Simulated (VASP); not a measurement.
# SiO (P4/mmm) in VASP: notebook, part 2 of 2

VASP 6.6.1. The steps go on from the part before.

**3. Relaxation of cell and atoms, PBE**

File INCAR:

```
SYSTEM = SiO
PREC = Accurate
ENCUT = 600
EDIFF = 1E-6
ISMEAR = 0
SIGMA = 0.1
LREAL = .FALSE.
LASPH = .TRUE.
NELM = 80
ALGO = Normal
ISIF = 3
LWAVE = .FALSE.
LCHARG = .FALSE.
GGA = PE
IBRION = 2
NSW = 90
EDIFFG = -0.04
```

File KPOINTS:

```
regular mesh
0
G
  6 6 6
  0 0 0
```

File POSCAR:

```
SiO
1.0
    2.8402371000      0.0000000000      0.0000000000
    0.0000000000      2.8402371000      0.0000000000
    0.0000000000      0.0000000000      3.1528213100
Si O
1 1
Direct
    0.0000000000      0.0000000000      0.0000000000
    0.5000000000      0.5000000000      0.5000000000
```

Potentials or basis: VASP PAW PBE potentials, release 64 (Si, O).

Launch:

```
$ cat potpaw_PBE.64/Si/POTCAR potpaw_PBE.64/O/POTCAR > POTCAR
$ mpirun -np 1 vasp_std > vasp.out
```

OUTCAR:

```text
SYSTEM = SiO
   PREC = Accurate
   ENCUT = 600
   EDIFF = 1E-6
   ISMEAR = 0
   LREAL = .FALSE.
   LASPH = .TRUE.
   NELM = 80
   ISIF = 3
   GGA = PE
   IBRION = 2
   NSW = 90
   EDIFFG = -0.04

 ion  position               nearest neighbor table
   1  0.000  0.000  0.000-   2 2.55   2 2.55   2 2.55   2 2.55   2 2.55   2 2.55   2 2.55   2 2.55

   2  0.500  0.500  0.500-   1 2.55   1 2.55   1 2.55   1 2.55   1 2.55   1 2.55   1 2.55   1 2.55

  LATTYP: Found a simple tetragonal cell.
 ALAT       =     2.8402371000
 C/A-ratio  =     1.1100556746

  Lattice vectors:

 A1 = (   2.8402371000,   0.0000000000,   0.0000000000)
 A2 = (   0.0000000000,   2.8402371000,   0.0000000000)
 A3 = (   0.0000000000,   0.0000000000,   3.1528213100)

Analysis of symmetry for initial positions (statically):
=====================================================================
 Subroutine PRICEL returns:
 Original cell was already a primitive cell.

 Routine SETGRP: Setting up the symmetry group for a
 simple tetragonal supercell.

 Subroutine GETGRP returns: Found 16 space group operations
 (whereof 16 operations were pure point group operations)
 out of a pool of 16 trial point group operations.

The static configuration has the point symmetry D_4h.

Analysis of symmetry for dynamics (positions and initial velocities):
=====================================================================
 Subroutine PRICEL returns:
 Original cell was already a primitive cell.

 Routine SETGRP: Setting up the symmetry group for a
 simple tetragonal supercell.

 Subroutine GETGRP returns: Found 16 space group operations
 (whereof 16 operations were pure point group operations)
 out of a pool of 16 trial point group operations.

The dynamic configuration has the point symmetry D_4h.

 Subroutine INISYM returns: Found 16 space group operations
[... 125 lines left out ...]
   IVDW    =     0    specifies the selected vdW correction
   LEPSILON=     F    determine dielectric tensor
   LRPA    =     F    only Hartree local field effects (RPA)
 conjugate gradient relaxation of ions
 non-spin polarized calculation
 Gauss-broadening in eV      SIGMA  =   0.10
  energy-cutoff  :      600.00
  volume of cell :       25.43
 maximum number of plane-waves:       864
 NGX is ok and might be reduce to    24
   NGX = 11   NGY = 11   NGZ = 13

--------------------------------------- Ionic step        1  -------------------------------------------

 number of electron      10.0000002 magnetization

 Free energy of the ion-electron system (eV)
  ---------------------------------------------------
  ext. energy  EPLUGINS =         0.00000000
  ---------------------------------------------------
  free energy    TOTEN  =       -10.18048489 eV

  energy without entropy =      -10.17891293  energy(sigma->0) =      -10.17969891

------------------------ aborting loop because EDIFF is reached ----------------------------------------

  FORCE on cell =-STRESS in cart. coord.  units (eV):
  Direction    XX          YY          ZZ          XY          YZ          ZX
  --------------------------------------------------------------------------------------
  -------------------------------------------------------------------------------------
  Total       -1.5582412     -1.5582412     -3.3656513      0.0000000     -0.0000000      0.0000000
  in kB      -98.1604885    -98.1604885   -212.0172303      0.0000000     -0.0000000      0.0000000
  external PRESSURE =    -136.1127358 kB  Pullay stress =       0.0000000 kB
[... 131 lines left out ...]
--------------------------------------- Ionic step        5  -------------------------------------------

 number of electron      10.0000001 magnetization

 Free energy of the ion-electron system (eV)
  ---------------------------------------------------
  ext. energy  EPLUGINS =         0.00000000
  ---------------------------------------------------
  free energy    TOTEN  =       -10.37771983 eV

  energy without entropy =      -10.37551439  energy(sigma->0) =      -10.37661711

 E-fermi :   7.9418     XC(G=0): -11.4103

 val. band max:        7.8657654389   @ k =   0.1667   0.0000   0.5000
 cond. band min:       7.9970934906   @ k =   0.5000   0.1667   0.0000
 fundamental gap:      0.1313280517
 Fermi energy:         7.9417749006

 k-point     1 :       0.0000    0.0000    0.0000
  band No.  band energies     occupation
      1     -11.7913      2.00000
      2       1.0090      2.00000
      3       4.5014      2.00000
      4       4.8916      2.00000
      5       4.8916      2.00000
      6      13.8263      0.00000
      7      14.1039      0.00000
      8      15.7399      0.00000
      9      16.2031      0.00000
[... 265 lines left out ...]
 k-point    24 :       0.5000    0.0000    0.3333
  band No.  band energies     occupation
      1     -10.0805      2.00000
      2      -0.5991      2.00000
      3       1.5998      2.00000
      4       4.7930      2.00000
      5       6.0000      2.00000
      6      10.6940      0.00000
      7      12.1648      0.00000
      8      16.3910      0.00000
      9      17.8543      0.00000

 [... further k-points ...]
[... 5 lines left out ...]
  --------------------------------------------------------------------------------------
  -------------------------------------------------------------------------------------
  Total       -0.0009410     -0.0009410     -0.0674537      0.0000000     -0.0000000      0.0000000
  in kB       -0.0676703     -0.0676703     -4.8508809      0.0000000     -0.0000000      0.0000000
  external PRESSURE =      -1.6620739 kB  Pullay stress =       0.0000000 kB
[... 17 lines left out ...]
  FREE ENERGIE OF THE ION-ELECTRON SYSTEM (eV)
  ---------------------------------------------------
  free  energy   TOTEN  =       -10.3777198285 eV

  energy  without entropy=      -10.3755143948  energy(sigma->0) =      -10.37661711

 reached required accuracy - stopping structural energy minimisation
```

It took 46 s on 1 thread of Intel Xeon 8259CL, shared host; peak memory 0.15 GiB.

What came out:

| Item | Value |
| --- | --- |
| Free energy | -10.3777 eV |
| Relaxed volume | 11.14 Å³/atom |
| Relaxed cell | a = 2.789 Å, b = 2.789 Å, c = 2.865 Å, α = 90.00°, β = 90.00°, γ = 90.00° |
| Space group after relaxing (to 0.1 Å) | Pm-3m (No. 221) |
| Energy gained by relaxing | 98.6 meV/atom |
| Ionic steps | 5 |
| Pressure after relaxing | -0.2 GPa |
| Band gap on the k mesh | zero (bands 5 and 6 overlap by 0.94 eV) |

The path:
```
step  energy change (eV)  largest force (eV/Å)  pressure (GPa)  volume (Å³)
   1              0.0000                0.0000          -13.61        25.43
   2             -0.1889                0.0000            2.81        21.65
   3             -0.1912                0.0000            0.63        21.98
   4             -0.1945                0.0000            0.34        22.08
   5             -0.1972                0.0000           -0.17        22.28
```

Final structure:
```
CELL_PARAMETERS angstrom
2.78863 0.00000 0.00000
0.00000 2.78863 0.00000
0.00000 0.00000 2.86492
ATOMIC_POSITIONS crystal
Si 0.00000 0.00000 0.00000
O 0.50000 0.50000 0.50000
```

Caveat: the k points lie up to 0.38 Å⁻¹ apart in the final cell, too coarse for converged energies and pressures of a metal.

**4. Single point, PBE, collinear spin, ferromagnetic start**

File INCAR:

```
  PREC = Accurate
  ENCUT = 520
  EDIFF = 1E-6
  ISMEAR = 0
  SIGMA = 0.1
  LREAL = F
  LASPH = T
  NELM = 150
  ALGO = Normal
  ISIF = 2
  LWAVE = F
  LCHARG = F
  ISPIN = 2
  MAGMOM = 0 1
  LORBIT = 11
  GGA = PE
  NBANDS = 16
```

File KPOINTS:

```
regular mesh
0
Gamma
  6 6 6
```

POSCAR is that of step 3.

Launch:

```
$ cat potpaw_PBE.64/Si/POTCAR potpaw_PBE.64/O/POTCAR > POTCAR
$ mpirun -np 1 vasp_std > vasp.out
```

It took 37 s on 1 thread of Intel Xeon 8259CL, shared host; peak memory 0.15 GiB.

The run converged. Its results:

- Free energy: -10.1792 eV
- Pressure: -13.5 GPa
- Band gap on the k mesh: zero (filled and empty bands overlap)
- Net moment: 0.00 μB per cell
- Valence electrons inside the program's atomic spheres: Si 1.39; O 4.82

Stress tensor (GPa, compression positive):
```
 -9.76   0.00   0.00
  0.00  -9.76   0.00
  0.00   0.00 -21.13
```

Levels at points of the mesh, in eV from the Fermi level:
Spin up:
```csv
k point,band 3,band 4,band 5,band 6,band 7,band 8
"(0.00, 0.00, 0.00)",-3.34,-2.02,-2.02,6.16,6.27,6.86
"(0.50, 0.00, 0.00)",-2.29,-1.50,-1.37,0.44,4.72,7.37
"(0.50, 0.50, 0.00)",-5.57,-4.10,-1.71,2.96,2.96,6.93
"(0.00, 0.00, 0.50)",-1.53,-1.53,-0.18,0.68,6.49,6.49
"(0.50, 0.00, 0.50)",-5.80,-5.53,-1.10,3.17,4.49,8.59
"(0.50, 0.50, 0.50)",-3.84,-3.71,-1.66,-0.83,-0.83,0.58
```
Spin down:
| k point | band 2 | band 3 | band 4 | band 5 | band 6 | band 7 | band 8 | band 9 |
| --- | --- | --- | --- | --- | --- | --- | --- | --- |
| (0.00, 0.00, 0.00) | -7.22 | -3.34 | -2.02 | -2.02 | 6.16 | 6.27 | 6.86 | 7.63 |
| (0.50, 0.00, 0.00) | -8.94 | -2.29 | -1.50 | -1.37 | 0.44 | 4.72 | 7.37 | 8.93 |
| (0.50, 0.50, 0.00) | -5.57 | -5.57 | -4.10 | -1.70 | 2.96 | 2.96 | 6.93 | 6.94 |
| (0.00, 0.00, 0.50) | -9.95 | -1.53 | -1.53 | -0.18 | 0.68 | 6.49 | 6.49 | 8.36 |
| (0.50, 0.00, 0.50) | -6.10 | -5.80 | -5.53 | -1.10 | 3.17 | 4.49 | 8.59 | 8.69 |
| (0.50, 0.50, 0.50) | -3.84 | -3.84 | -3.71 | -1.66 | -0.83 | -0.83 | 0.58 | 10.57 |

Caveat: the k points lie up to 0.37 Å⁻¹ apart, too coarse for converged energies and pressures of a metal.

**5. Overview**

```tsv
task	spin	cell	cutoff (eV)	gap on the mesh (eV)	pressure (GPa)
single point	off	as given	520	none	-13.5
relaxation of cell and atoms	off	relaxed	600	none	-0.2
single point	collinear, ferromagnetic start	as given	520	none	-13.5
```

Alike in all rows: level PBE; potentials or basis VASP PAW PBE potentials, release 64 (Si, O); k mesh 6 × 6 × 6; smearing gaussian 0.1 eV.

Caveats: all runs use coarse meshes.

Total energies depend on the potentials used, so only differences within one code and one set of settings carry meaning.
